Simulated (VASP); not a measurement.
# Ba (C2/m) in VASP: single point with PBE

Aim: the single point of Ba with PBE.

All numbers are computed with VASP 6.6.1; they aren't measurements. Logs are shortened: lines on timing, memory, paths and dates and some standing lists are left out, and cuts for length are marked.

### 1 The cell of the first run

The typed cell holds 2 atoms: a = 4.347 Å, b = 4.347 Å, c = 7.098 Å, α = 90.11°, β = 90.11°, γ = 70.51°.

The cell was generated, and may not be a known phase.

### 2 Single point, PBE

Input file INCAR:

```
PREC = Accurate
ENCUT = 520
EDIFF = 1E-6
ISMEAR = 0
SIGMA = 0.1
LREAL = F
LASPH = T
NELM = 60
ALGO = Fast
ISIF = 2
LWAVE = F
LCHARG = T
GGA = PE
LELF = T
LVHAR = T
NBANDS = 17
```

Input file KPOINTS:

```
Automatic mesh
0
Gamma
  14 14 8
```

Input file POSCAR:

```
Ba
1.0
    3.5400054936     -2.5093799772      0.2630458329
    3.5400054936      2.5093799772      0.2630458329
   -0.5429193077      0.0000000000      7.0769990874
Ba
2
Direct
    0.7502479390      0.7502479390      0.7499956264
    0.2497520610      0.2497520610      0.2500043736
```

Potentials or basis: VASP PAW PBE potentials, release 64 (Ba_sv).

Run with:

```sh
cat potpaw_PBE.64/Ba_sv/POTCAR > POTCAR
mpirun -np 1 vasp_std > vasp.out
```

OUTCAR:

```text
PREC = Accurate
   ENCUT = 520
   EDIFF = 1E-6
   ISMEAR = 0
   LREAL = F
   LASPH = T
   NELM = 60
   ISIF = 2
   GGA = PE

 ion  position               nearest neighbor table
   1  0.750  0.750  0.750-   2 4.35   2 4.35   2 4.35   2 4.35
   2  0.250  0.250  0.250-   1 4.35   1 4.35   1 4.35   1 4.35

  LATTYP: Found a base centered monoclinic cell.
 ALAT       =     7.0995301267
 B/A-ratio  =     0.7069143823
 C/A-ratio  =     0.9997554370
 COS(beta)  =    -0.0023957536

  Lattice vectors:

 A1 = (   3.5400054936,  -2.5093799772,   0.2630458329)
 A2 = (   3.5400054936,   2.5093799772,   0.2630458329)
 A3 = (  -0.5429193077,   0.0000000000,   7.0769990874)

Analysis of symmetry for initial positions (statically):
=====================================================================
 Subroutine PRICEL returns:
 Original cell was already a primitive cell.

 Routine SETGRP: Setting up the symmetry group for a
 base centered monoclinic supercell.

 Subroutine GETGRP returns: Found  4 space group operations
 (whereof  4 operations were pure point group operations)
 out of a pool of  4 trial point group operations.

The static configuration has the point symmetry C_2h.

Analysis of symmetry for dynamics (positions and initial velocities):
=====================================================================
 Subroutine PRICEL returns:
 Original cell was already a primitive cell.

 Routine SETGRP: Setting up the symmetry group for a
 base centered monoclinic supercell.

 Subroutine GETGRP returns: Found  4 space group operations
 (whereof  4 operations were pure point group operations)
 out of a pool of  4 trial point group operations.

The dynamic configuration has the point symmetry C_2h.

 Subroutine INISYM returns: Found  4 space group operations
 (whereof  4 operations are pure point group operations),
 and found     1 'primitive' translations

----------------------------------------------------------------------------------------

                                     Primitive cell

  volume of cell :     126.4498

  direct lattice vectors                    reciprocal lattice vectors
     3.540005494 -2.509379977  0.263045833     0.140442127 -0.199252407  0.010774163
[... 74 lines left out ...]
   NGX,Y,Z   is equivalent  to a cutoff of  12.24, 12.24, 12.65 a.u.
   NGXF,Y,Z  is equivalent  to a cutoff of  24.48, 24.48, 25.30 a.u.
 SYSTEM =  unknown system
   PREC   = accura    normal or accurate (medium, high low for compatibility)
   ISTART =      0    job   : 0-new  1-cont  2-samecut
   ICHARG =      2    charge: 1-file 2-atom 10-const
   ISPIN  =      1    spin polarized calculation?
   LNONCOLLINEAR =      F non collinear calculations
   LSORBIT =      F    spin-orbit coupling
   LASPH  =      T    aspherical Exc in radial PAW
   ENCUT  =  520.0 eV  38.22 Ry    6.18 a.u.   8.08  8.08 13.20*2*pi/ulx,y,z
   NELM   =     60;   NELMIN=  2; NELMDL= -5     # of ELM steps
   EDIFF  = 0.1E-05   stopping-criterion for ELM
   LREAL  =      F    real-space projection
[... 7 lines left out ...]
   TEBEG  =    0.0;   TEEND  =   0.0 temperature during run
   PSTRESS=    0.0 pullay stress
   NELECT =      20.0000    total number of electrons
   NUPDOWN=      -1.0000    fix difference up-down
   EMIN   =  10.00;   EMAX   =-10.00  energy-range for DOS
   EFERMI =   0.00;   METHOD = LEGACY
   ISMEAR =     0;   SIGMA  =   0.10  broadening in eV -4-tet -1-fermi 0-gaus
   EFERMI_NEDOS =   21; number of points for ismear=-14 and -15
   IALGO  =     68    algorithm
   IMIX   =      4    mixing-type and parameters
     AMIX     =   0.40;   BMIX     =  1.00
     AMIX_MAG =   1.60;   BMIX_MAG =  1.00
  volume/ion in A,a.u.               =      63.22       426.66
  Fermi-wavevector in a.u.,A,eV,Ry     =   0.885344  1.673058 10.664712  0.783834
  Thomas-Fermi vector in A             =   2.006365
   LORBIT       =      0    0 simple, 1 ext, 2 COOP (PROOUT), +10 PAW based schemes
   GGA     = PE    functional components
   LHFCALC =     F    Hartree Fock is set to
   AEXX    =    0.0000 exact exchange contribution
   IVDW    =     0    specifies the selected vdW correction
   LEPSILON=     F    determine dielectric tensor
   LRPA    =     F    only Hartree local field effects (RPA)
 non-spin polarized calculation
 RMM-DIIS sequential band-by-band and
 Gauss-broadening in eV      SIGMA  =   0.10
  energy-cutoff  :      520.00
  volume of cell :      126.45
 maximum number of plane-waves:      3428
   NGX = 17   NGY = 17   NGZ = 27

 number of electron      20.0000000 magnetization

 Free energy of the ion-electron system (eV)
  ---------------------------------------------------
  ext. energy  EPLUGINS =         0.00000000
  ---------------------------------------------------
  free energy    TOTEN  =        -3.82207726 eV

  energy without entropy =       -3.81012739  energy(sigma->0) =       -3.81610233

 E-fermi :   1.6226     XC(G=0):  -7.3976

 val. band max:        1.6190388241   @ k =  -0.2857   0.4286   0.1250
 cond. band min:       1.6295409010   @ k =  -0.2857  -0.2857   0.1250
 fundamental gap:      0.0105020769
 Fermi energy:         1.6226191211

 k-point     1 :       0.0000    0.0000    0.0000
  band No.  band energies     occupation
      1     -27.2565      2.00000
      2     -27.2137      2.00000
      3     -12.6624      2.00000
      4     -12.3541      2.00000
      5     -12.2109      2.00000
      6     -12.2079      2.00000
[... 457 lines left out ...]
      4     -12.4674      2.00000
      5     -12.4269      2.00000
      6     -12.3048      2.00000
[... 9 lines left out ...]
     16       4.6373      0.00000
     17       4.7312      0.00000

 [... further k-points ...]

------------------------ aborting loop because EDIFF is reached ----------------------------------------

  FORCE on cell =-STRESS in cart. coord.  units (eV):
  Direction    XX          YY          ZZ          XY          YZ          ZX
  --------------------------------------------------------------------------------------
  -------------------------------------------------------------------------------------
  Total        0.0446473      0.0436935      0.0430487      0.0000000      0.0000000      0.0046600
  in kB        0.5657014      0.5536173      0.5454463      0.0000000      0.0000000      0.0590442
  external PRESSURE =       0.5549217 kB  Pullay stress =       0.0000000 kB

 VOLUME and BASIS-vectors are now :
 -----------------------------------------------------------------------------
  energy-cutoff  :      520.00
  volume of cell :      126.45
      direct lattice vectors                 reciprocal lattice vectors
     3.540005494 -2.509379977  0.263045833     0.140442127 -0.199252407  0.010774163
     3.540005494  2.509379977  0.263045833     0.140442127  0.199252407  0.010774163
    -0.542919308  0.000000000  7.076999087    -0.010440221  0.000000000  0.140501898

 POSITION                                       TOTAL-FORCE (eV/Angst)
 -----------------------------------------------------------------------------------
      4.90458      0.00000      5.70242        -0.000535      0.000000      0.000040
      1.63252      0.00000      1.90067         0.000535      0.000000     -0.000040
 -----------------------------------------------------------------------------------
    total drift:                               -0.000000     -0.000000     -0.000000

  FREE ENERGIE OF THE ION-ELECTRON SYSTEM (eV)
  ---------------------------------------------------
  free  energy   TOTEN  =        -3.8220772646 eV

  energy  without entropy=       -3.8101273898  energy(sigma->0) =       -3.81610233
```

stdout:

```text
POSCAR found type information on POSCAR Ba
 POSCAR found :  1 types and       2 ions
 scaLAPACK will be used
 LDA part: xc-table for (Slater+PW92), standard interpolation
 POSCAR, INCAR and KPOINTS ok, starting setup
 FFT: planning ... GRIDC
 FFT: planning ... GRID_SOFT
 FFT: planning ... GRID
 WAVECAR not read
 entering main loop
WARNING in EDDRMM: call to ZHEGV failed, returncode =   8  4     10
WARNING in EDDRMM: call to ZHEGV failed, returncode =   8  4      9
WARNING in EDDRMM: call to ZHEGV failed, returncode =   8  4     15
WARNING in EDDRMM: call to ZHEGV failed, returncode =   6  3      9
WARNING in EDDRMM: call to ZHEGV failed, returncode =   8  4     17
WARNING in EDDRMM: call to ZHEGV failed, returncode =   6  3      9
WARNING in EDDRMM: call to ZHEGV failed, returncode =   8  4     10
WARNING in EDDRMM: call to ZHEGV failed, returncode =   8  4     11
WARNING in EDDRMM: call to ZHEGV failed, returncode =   6  3     13
WARNING in EDDRMM: call to ZHEGV failed, returncode =   8  4     10
WARNING in EDDRMM: call to ZHEGV failed, returncode =   6  3     11
```

Run time: 3.7 min. Hardware: 1 thread of Intel Xeon 6975P-C (Granite Rapids), shared host; peak memory 0.82 GiB.

Results:

| Property | Result |
| --- | --- |
| Free energy | -3.8221 eV |
| Pressure | 0.1 GPa |
| Band gap on the k mesh | zero (bands 10 and 11 overlap by 0.99 eV) |

Caveat: spin-orbit coupling is left out, which moves the levels of the heavy elements.
